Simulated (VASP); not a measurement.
# In2O3 (R-3c) in VASP: further runs

Aim: see how the results for In2O3 move with the level of theory and the settings. Levels: PBE, LDA, PBEsol. Tasks: single point.

Everything below comes from runs of VASP 6.6.1. Logs are shortened: lines on timing, memory, paths and dates and some standing lists are left out, and cuts for length are marked.

**Experimental background.**

From “Fabrication and performance enhancement of an In2O3/BiVO4 heterojunction for N-butanol gas sensing applications”, 2024, pmc:11650617, for a powder of In2O3: band gap 3.08 eV (optical).

The results are compared with them further down.

**1. The cell of the first run**

Symmetry: R-3c, No. 167, trigonal system. The conventional cell has a = 5.487 Å, b = 5.487 Å, c = 14.510 Å, α = 90.00°, β = 90.00°, γ = 120.00°. Within 2.8 Å of In (site symmetry 3) lie 6 O at 2.12 to 2.26 Å. O (site symmetry 2) has 4 In at 2.12 to 2.26 Å within 2.8 Å.

**2. Single point, PBE**

INCAR reads:

```
PREC = Accurate ; ENCUT = 520
EDIFF = 1E-7 ; ISMEAR = -1
SIGMA = 0.05 ; LREAL = False
LASPH = True ; NELM = 80
ALGO = Normal ; ISIF = 2
LWAVE = False ; LCHARG = True
GGA = PE ; LELF = True
LVHAR = True ; NBANDS = 55
```

KPOINTS reads:

```
Automatic mesh
0
Gamma
  2 2 2
```

POSCAR reads:

```
In2O3
1.0
    2.7435000000      1.5839604635      4.8366666667
   -2.7435000000      1.5839604635      4.8366666667
    0.0000000000     -3.1679209270      4.8366666667
In O
4 6
Direct
    0.8573100000      0.8573100000      0.8573100000
    0.6426900000      0.6426900000      0.6426900000
    0.1426900000      0.1426900000      0.1426900000
    0.3573100000      0.3573100000      0.3573100000
    0.0480000000      0.7500000000      0.4520000000
    0.7500000000      0.4520000000      0.0480000000
    0.4520000000      0.0480000000      0.7500000000
    0.9520000000      0.2500000000      0.5480000000
    0.2500000000      0.5480000000      0.9520000000
    0.5480000000      0.9520000000      0.2500000000
```

Potentials or basis: VASP PAW PBE potentials, release 64 (In_d, O).

Launch:

```bash
$ cat potpaw_PBE.64/In_d/POTCAR potpaw_PBE.64/O/POTCAR > POTCAR
$ mpirun -np 1 vasp_std > vasp.out
```

OUTCAR:

```text
PREC = Accurate
   ENCUT = 520
   EDIFF = 1E-7
   ISMEAR = -1
   LREAL = False
   LASPH = True
   NELM = 80
   ISIF = 2
   GGA = PE

 ion  position               nearest neighbor table
   1  0.857  0.857  0.857-   8 2.12  10 2.12   9 2.12   6 2.26   5 2.26   7 2.26   2 3.11   3 3.24
                             3 3.24   3 3.24   2 3.61   2 3.61   2 3.61   4 3.99   4 3.99   4 3.99
   2  0.643  0.643  0.643-   9 2.12  10 2.12   8 2.12   6 2.26   5 2.26   7 2.26   1 3.11   4 3.24
                             4 3.24   4 3.24   1 3.61   1 3.61   1 3.61   3 3.99   3 3.99   3 3.99
   3  0.143  0.143  0.143-   5 2.12   7 2.12   6 2.12   8 2.26   9 2.26  10 2.26   4 3.11   1 3.24
                             1 3.24   1 3.24   4 3.61   4 3.61   4 3.61   2 3.99   2 3.99   2 3.99
   4  0.357  0.357  0.357-   6 2.12   7 2.12   5 2.12   8 2.26   9 2.26  10 2.26   3 3.11   2 3.24
                             2 3.24   2 3.24   3 3.61   3 3.61   3 3.61   1 3.99   1 3.99   1 3.99
   5  0.048  0.750  0.452-   3 2.12   4 2.12   1 2.26   2 2.26
   6  0.750  0.452  0.048-   4 2.12   3 2.12   1 2.26   2 2.26
   7  0.452  0.048  0.750-   3 2.12   4 2.12   1 2.26   2 2.26
   8  0.952  0.250  0.548-   1 2.12   2 2.12   3 2.26   4 2.26
   9  0.250  0.548  0.952-   2 2.12   1 2.12   3 2.26   4 2.26
  10  0.548  0.952  0.250-   1 2.12   2 2.12   3 2.26   4 2.26

  LATTYP: Found a trigonal (rhomboedric) cell.
 ALAT       =     5.7817875648
 COS(alpha) =     0.5496857780

  Lattice vectors:

 A1 = (   2.7435000000,   1.5839604635,   4.8366666667)
 A2 = (  -2.7435000000,   1.5839604635,   4.8366666667)
 A3 = (   0.0000000000,  -3.1679209270,   4.8366666667)

Analysis of symmetry for initial positions (statically):
=====================================================================
 Subroutine PRICEL returns:
 Original cell was already a primitive cell.

 Routine SETGRP: Setting up the symmetry group for a
 trigonal (rhombohedral) supercell.

 Subroutine GETGRP returns: Found 12 space group operations
 (whereof  6 operations were pure point group operations)
 out of a pool of 12 trial point group operations.

The static configuration has the point symmetry S_6 .
 The point group associated with its full space group is D_3d.

Analysis of symmetry for dynamics (positions and initial velocities):
=====================================================================
 Subroutine PRICEL returns:
 Original cell was already a primitive cell.

 Routine SETGRP: Setting up the symmetry group for a
 trigonal (rhombohedral) supercell.

 Subroutine GETGRP returns: Found 12 space group operations
 (whereof  6 operations were pure point group operations)
 out of a pool of 12 trial point group operations.

The dynamic configuration has the point symmetry S_6 .
 The point group associated with its full space group is D_3d.

 Subroutine INISYM returns: Found 12 space group operations
 (whereof  6 operations are pure point group operations),
 and found     1 'primitive' translations

----------------------------------------------------------------------------------------

                                     Primitive cell

  volume of cell :     126.1092

  direct lattice vectors                    reciprocal lattice vectors
     2.743500000  1.583960463  4.836666667     0.182248952  0.105221482  0.068917988
    -2.743500000  1.583960463  4.836666667    -0.182248952  0.105221482  0.068917988
     0.000000000 -3.167920927  4.836666667     0.000000000 -0.210442963  0.068917988

  length of vectors
     5.781787565  5.781787565  5.781787565     0.221440578  0.221440578  0.221440578

  position of ions in fractional coordinates (direct lattice)
     0.857310000  0.857310000  0.857310000
     0.642690000  0.642690000  0.642690000
     0.142690000  0.142690000  0.142690000
     0.357310000  0.357310000  0.357310000
     0.048000000  0.750000000  0.452000000
     0.750000000  0.452000000  0.048000000
     0.452000000  0.048000000  0.750000000
     0.952000000  0.250000000  0.548000000
     0.250000000  0.548000000  0.952000000
[... 49 lines left out ...]
 maximum number of plane-waves:      3426
 NGX is ok and might be reduce to    48
   NGX = 21   NGY = 21   NGZ = 21

 number of electron      88.0000008 magnetization

 Free energy of the ion-electron system (eV)
  ---------------------------------------------------
  ext. energy  EPLUGINS =         0.00000000
  ---------------------------------------------------
  free energy    TOTEN  =       -55.16110424 eV

  energy without entropy =      -55.16110216  energy(sigma->0) =      -55.16110320

 E-fermi :   6.3263     XC(G=0): -11.2315

 val. band max:        5.6089961020   @ k =   0.5000   0.5000  -0.0000
 cond. band min:       6.9292235075   @ k =   0.0000   0.0000   0.0000
 fundamental gap:      1.3202274055
 Fermi energy:         6.3262515650

 k-point     1 :       0.0000    0.0000    0.0000
  band No.  band energies     occupation
      1     -12.0002      2.00000
      2     -11.1200      2.00000
      3     -11.1200      2.00000
      4     -10.8962      2.00000
      5     -10.8962      2.00000
      6     -10.7972      2.00000
[... 47 lines left out ...]
     54      15.6036      0.00000
     55      16.1471      0.00000

 k-point     2 :       0.5000   -0.0000   -0.0000
  band No.  band energies     occupation
      1     -11.4308      2.00000
      2     -11.4308      2.00000
      3     -11.0258      2.00000
      4     -11.0258      2.00000
      5     -10.9800      2.00000
      6     -10.9800      2.00000
[... 47 lines left out ...]
     54      15.9963      0.00000
     55      16.6307      0.00000

 k-point     3 :       0.5000    0.5000   -0.0000
  band No.  band energies     occupation
      1     -11.5613      2.00000
      2     -11.2963      2.00000
      3     -11.1430      2.00000
      4     -10.9983      2.00000
      5     -10.9899      2.00000
      6     -10.8013      2.00000
[... 47 lines left out ...]
     54      16.3284      0.00000
     55      16.7648      0.00000

 k-point     4 :       0.5000    0.5000    0.5000
  band No.  band energies     occupation
      1     -11.4373      2.00000
      2     -11.4373      2.00000
      3     -11.0111      2.00000
      4     -11.0111      2.00000
      5     -11.0111      2.00000
      6     -11.0111      2.00000
[... 47 lines left out ...]
     54      15.4497      0.00000
     55      17.4668      0.00000

------------------------ aborting loop because EDIFF is reached ----------------------------------------

  FORCE on cell =-STRESS in cart. coord.  units (eV):
  Direction    XX          YY          ZZ          XY          YZ          ZX
  --------------------------------------------------------------------------------------
  -------------------------------------------------------------------------------------
  Total        7.2663962      7.2663962      5.8140314     -0.0000000     -0.0000000      0.0000000
  in kB       92.3172686     92.3172686     73.8654324     -0.0000000     -0.0000000      0.0000000
  external PRESSURE =      86.1666565 kB  Pullay stress =       0.0000000 kB

 VOLUME and BASIS-vectors are now :
 -----------------------------------------------------------------------------
  energy-cutoff  :      520.00
  volume of cell :      126.11
      direct lattice vectors                 reciprocal lattice vectors
     2.743500000  1.583960463  4.836666667     0.182248952  0.105221482  0.068917988
    -2.743500000  1.583960463  4.836666667    -0.182248952  0.105221482  0.068917988
     0.000000000 -3.167920927  4.836666667     0.000000000 -0.210442963  0.068917988

 POSITION                                       TOTAL-FORCE (eV/Angst)
 -----------------------------------------------------------------------------------
      0.00000      0.00000     12.43957         0.000000      0.000000     -0.007333
      0.00000      0.00000      9.32543         0.000000      0.000000      0.007333
      0.00000      0.00000      2.07043         0.000000      0.000000      0.007333
      0.00000      0.00000      5.18457         0.000000      0.000000     -0.007333
     -1.92594     -0.16790      6.04583        -0.053803     -0.093189      0.000000
      0.81756      1.75186      6.04583        -0.053803      0.093189      0.000000
      1.10837     -1.58396      6.04583         0.107606      0.000000      0.000000
      1.92594      0.16790      8.46417         0.053803      0.093189      0.000000
     -0.81756     -1.75186      8.46417         0.053803     -0.093189      0.000000
     -1.10837      1.58396      8.46417        -0.107606      0.000000      0.000000
 -----------------------------------------------------------------------------------
    total drift:                                0.000000     -0.000000      0.000000

  FREE ENERGIE OF THE ION-ELECTRON SYSTEM (eV)
  ---------------------------------------------------
  free  energy   TOTEN  =       -55.1611042409 eV

  energy  without entropy=      -55.1611021570  energy(sigma->0) =      -55.16110320
```

Run time: 34 s. Hardware: 1 thread of Intel Xeon 6975P-C (Granite Rapids), shared host; peak memory 0.31 GiB.

Results:

- Free energy: -55.1611 eV
- Pressure: 8.6 GPa
- Largest force: 0.108 eV/Å
- Band gap on the k mesh: 1.32 eV, indirect (the least direct gap lies 4.0 meV higher)

Forces on the atoms (eV/Å):
```
In   0.000  0.000 -0.007
In   0.000  0.000  0.007
In   0.000  0.000  0.007
In   0.000  0.000 -0.007
O   -0.054 -0.093  0.000
O   -0.054  0.093  0.000
O    0.108  0.000  0.000
O    0.054  0.093  0.000
O    0.054 -0.093  0.000
O   -0.108  0.000  0.000
```

Levels at points of the mesh, in eV from the valence-band top:
```
           k point  band 41  band 42  band 43  band 44  band 45  band 46  band 47  band 48
(0.00, 0.00, 0.00)    -0.23    -0.23     0.00     0.00     1.32     5.63     6.33     7.39
(0.50, 0.00, 0.00)    -0.72    -0.72    -0.03    -0.03     5.02     5.02     5.95     5.95
(0.50, 0.50, 0.00)    -0.52    -0.30    -0.05     0.00     5.25     5.58     6.54     6.65
(0.50, 0.50, 0.50)    -0.15    -0.15    -0.15    -0.15     4.47     4.47     7.25     7.25
```

Caveat: the k points lie up to 0.70 Å⁻¹ apart; spin-orbit coupling is left out, which moves the levels of the heavy elements.

**3. Single point, PBE**

INCAR reads:

```
  ALGO = Normal
  EDIFF = 1E-6
  ENCUT = 520
  GGA = PE
  ISIF = 2
  ISMEAR = -1
  LASPH = T
  LCHARG = T
  LELF = T
  LREAL = F
  LVHAR = T
  LWAVE = F
  NBANDS = 55
  NELM = 60
  PREC = Accurate
  SIGMA = 0.05
```

KPOINTS reads:

```
k-points
0
Gamma
  3 3 3
```

POSCAR is that of step 2.

Potentials or basis: VASP PAW PBE potentials, release 64 (In_d, O).

Launch:

```bash
$ cat potpaw_PBE.64/In_d/POTCAR potpaw_PBE.64/O/POTCAR > POTCAR
$ mpirun -np 1 vasp_std > vasp.out
```

Run time: 93 s. Hardware: 1 thread of Intel Xeon Platinum 8488C (Sapphire Rapids), shared host; peak memory 0.31 GiB.

Results (log left out):

| Property | Result |
| --- | --- |
| Free energy | -55.2748 eV |
| Pressure | 8.9 GPa |
| Largest force | 0.138 eV/Å |
| Band gap on the k mesh | 1.29 eV, indirect (least direct gap 1.33 eV) |

Forces on the atoms (eV/Å):
```
In   0.000  0.000  0.001
In   0.000  0.000 -0.001
In   0.000  0.000 -0.001
In   0.000  0.000  0.001
O   -0.069 -0.119  0.000
O   -0.069  0.119  0.000
O    0.138  0.000  0.000
O    0.069  0.119  0.000
O    0.069 -0.119  0.000
O   -0.138  0.000  0.000
```

Stress tensor (GPa, compression positive):
```
9.42 0.00 0.00
0.00 9.42 0.00
0.00 0.00 7.82
```

Levels at points of the mesh, in eV from the valence-band top:
```
           k point  band 40  band 41  band 42  band 43  band 44  band 45  band 46  band 47  band 48  band 49
(0.00, 0.00, 0.00)    -0.38    -0.27    -0.27    -0.04    -0.04     1.29     5.60     6.30     7.36     9.22
```

Caveat: the k points lie up to 0.46 Å⁻¹ apart; spin-orbit coupling is left out, which moves the levels of the heavy elements. A k mesh can miss the band edges.

**4. Single point, LDA**

INCAR reads:

```
SYSTEM = In2O3
  ALGO = Normal
  EDIFF = 1E-7
  ENCUT = 520
  GGA = CA
  ISIF = 2
  ISMEAR = -1
  LASPH = .True.
  LCHARG = .True.
  LELF = .True.
  LREAL = .False.
  LVHAR = .True.
  LWAVE = .False.
  NBANDS = 55
  NELM = 60
  PREC = Accurate
  SIGMA = 0.05
```

KPOINTS reads:

```
k-points
0
Gamma
  6 6 6
  0 0 0
```

POSCAR is that of step 3.

Potentials or basis: VASP PAW LDA potentials, release 64 (In_d, O).

Launch:

```bash
$ cat potpaw_LDA.64/In_d/POTCAR potpaw_LDA.64/O/POTCAR > POTCAR
$ mpirun -np 1 vasp_std > vasp.out
```

Wall time 5.4 min (1 thread of Intel Xeon Platinum 8488C (Sapphire Rapids), shared host); peak memory 0.34 GiB.

Results (log left out):

```yaml
Free_energy: -63.6446 eV
Pressure: -2.5 GPa
Largest_force: 0.174 eV/Å
Band_gap_on_the_k_mesh: 1.20 eV, indirect (least direct gap 1.25 eV)
```

Forces on the atoms (eV/Å):
```
In   0.000  0.000 -0.100
In   0.000  0.000  0.100
In   0.000  0.000  0.100
In   0.000  0.000 -0.100
O   -0.087 -0.151  0.000
O   -0.087  0.151  0.000
O    0.174  0.000  0.000
O    0.087  0.151  0.000
O    0.087 -0.151  0.000
O   -0.174  0.000  0.000
```

Stress tensor (GPa, compression positive):
```
-2.35  0.00  0.00
 0.00 -2.35  0.00
 0.00  0.00 -2.86
```

Levels at points of the mesh, in eV from the valence-band top:
```csv
k point,band 42,band 43,band 44,band 45,band 46,band 47
"(0.00, 0.00, 0.00)",-0.28,-0.05,-0.05,1.20,5.41,6.10
"(0.50, 0.00, 0.00)",-0.78,-0.07,-0.07,4.88,4.88,5.74
"(0.50, 0.50, 0.00)",-0.35,-0.09,-0.04,5.11,5.41,6.36
"(0.50, 0.50, 0.50)",-0.20,-0.20,-0.20,4.32,4.32,7.04
```

Caveat: spin-orbit coupling is left out, which moves the levels of the heavy elements.

**5. Single point, PBEsol**

This run uses another cell than the first one, of 12.75 Å³/atom, 1.011 times its volume.

INCAR reads:

```
PREC     = Accurate       # precision mode
ENCUT    = 520            # plane-wave cutoff, eV
EDIFF    = 1E-6           # SCF threshold, eV
ISMEAR   = -1             # smearing method
SIGMA    = 0.05           # smearing width, eV
LREAL    = False          # projectors in reciprocal space
LASPH    = True           # aspherical terms in the spheres
NELM     = 80             # most SCF steps
ALGO     = Normal         # electronic algorithm
ISIF     = 2              # what is computed and relaxed
LWAVE    = False          # write WAVECAR
LCHARG   = True           # write CHGCAR
GGA      = PS             # functional
LELF     = True           # ELF
LVHAR    = True         
NBANDS   = 55             # bands
```

KPOINTS reads:

```
Automatic mesh
0
Gamma
  6 6 6
```

POSCAR reads:

```
In2O3
1.0
    2.7562329427      1.5913118314      4.8455636980
   -2.7562329427      1.5913118314      4.8455636980
    0.0000000000     -3.1826236629      4.8455636980
In O
4 6
Direct
    0.8574501861      0.8574501861      0.8574501861
    0.6425498139      0.6425498139      0.6425498139
    0.1425498139      0.1425498139      0.1425498139
    0.3574501861      0.3574501861      0.3574501861
    0.0458830668      0.7500000000      0.4541169332
    0.7500000000      0.4541169332      0.0458830668
    0.4541169332      0.0458830668      0.7500000000
    0.9541169332      0.2500000000      0.5458830668
    0.2500000000      0.5458830668      0.9541169332
    0.5458830668      0.9541169332      0.2500000000
```

Potentials or basis: VASP PAW PBE potentials, release 64 (In_d, O).

Launch:

```bash
$ cat potpaw_PBE.64/In_d/POTCAR potpaw_PBE.64/O/POTCAR > POTCAR
$ mpirun -np 1 vasp_std > vasp.out
```

Wall time 5.1 min (1 thread of Intel Xeon Platinum 8488C (Sapphire Rapids), shared host); peak memory 0.4 GiB.

It converged, with:

```
Free energy            : -59.3898 eV
Pressure               : 0.5 GPa
Largest force          : 0.007 eV/Å
Band gap on the k mesh : 1.11 eV, indirect (least direct gap 1.16 eV)
```

Forces on the atoms (eV/Å):
```
In   0.000  0.000 -0.003
In   0.000  0.000  0.003
In   0.000  0.000  0.003
In   0.000  0.000 -0.003
O   -0.004 -0.006  0.000
O   -0.004  0.006  0.000
O    0.007  0.000  0.000
O    0.004  0.006  0.000
O    0.004 -0.006  0.000
O   -0.007  0.000  0.000
```

Stress tensor (GPa, compression positive):
```
0.55 0.00 0.00
0.00 0.55 0.00
0.00 0.00 0.40
```

Levels at points of the mesh, in eV from the valence-band top:
| k point | band 41 | band 42 | band 43 | band 44 | band 45 | band 46 | band 47 | band 48 |
| --- | --- | --- | --- | --- | --- | --- | --- | --- |
| (0.00, 0.00, 0.00) | -0.26 | -0.26 | -0.05 | -0.05 | 1.11 | 5.35 | 6.10 | 7.11 |
| (0.50, 0.00, 0.00) | -0.74 | -0.74 | -0.06 | -0.06 | 4.82 | 4.82 | 5.73 | 5.73 |
| (0.50, 0.50, 0.00) | -0.56 | -0.34 | -0.09 | -0.04 | 5.04 | 5.37 | 6.32 | 6.36 |
| (0.50, 0.50, 0.50) | -0.20 | -0.20 | -0.20 | -0.20 | 4.26 | 4.26 | 7.02 | 7.02 |

Caveat: the PAW data sets were made with another functional, which shifts forces and pressure a little; spin-orbit coupling is left out, which moves the levels of the heavy elements. A k mesh can miss the band edges.

**6. Summary**

| level | potentials or basis | cell | k mesh | gap on the mesh (eV) | pressure (GPa) | largest force (eV/Å) |
| --- | --- | --- | --- | --- | --- | --- |
| PBE | VASP PAW PBE potentials, release 64 (In_d, O) | a = 5.782 Å, angles 56.7°, 10 atoms | 2 × 2 × 2 | 1.32 | 8.6 | 0.11 |
| PBE | VASP PAW PBE potentials, release 64 (In_d, O) | a = 5.782 Å, angles 56.7°, 10 atoms | 3 × 3 × 3 | 1.29 | 8.9 | 0.14 |
| LDA | VASP PAW LDA potentials, release 64 (In_d, O) | a = 5.782 Å, angles 56.7°, 10 atoms | 6 × 6 × 6 | 1.20 | -2.5 | 0.17 |
| PBEsol | VASP PAW PBE potentials, release 64 (In_d, O) | a = 5.797 Å, angles 56.8°, 10 atoms | 6 × 6 × 6 | 1.11 | 0.5 | 0.01 |

Alike in all rows: task single point; no spin polarisation; cutoff (eV) 520; smearing fermi-dirac 0.05 eV.

Caveats: some runs use coarse meshes; spin-orbit coupling is left out, which moves the levels of the heavy elements; the PAW data sets were made with another functional, which shifts forces and pressure a little (some runs).

Total energies depend on the potentials used, so only differences within one code and one set of settings carry meaning.

**7. How close it comes**

Step 4. Measured gap of In2O3: 3.08 eV (optical; powder; “Fabrication and performance enhancement of an In2O3/BiVO4 heterojunction for N-butanol gas sensing applications”, 2024, pmc:11650617). This calculation gives 1.20 eV (-1.88 eV). So large a miss can be the level of theory's own, or it may mean another phase, state or a wrong row. Spin-orbit coupling on In is left out. The value is that of LDA on a finite k mesh, which can miss the band edges, without temperature or zero-point motion. Semilocal functionals fall short of measured gaps as a rule.
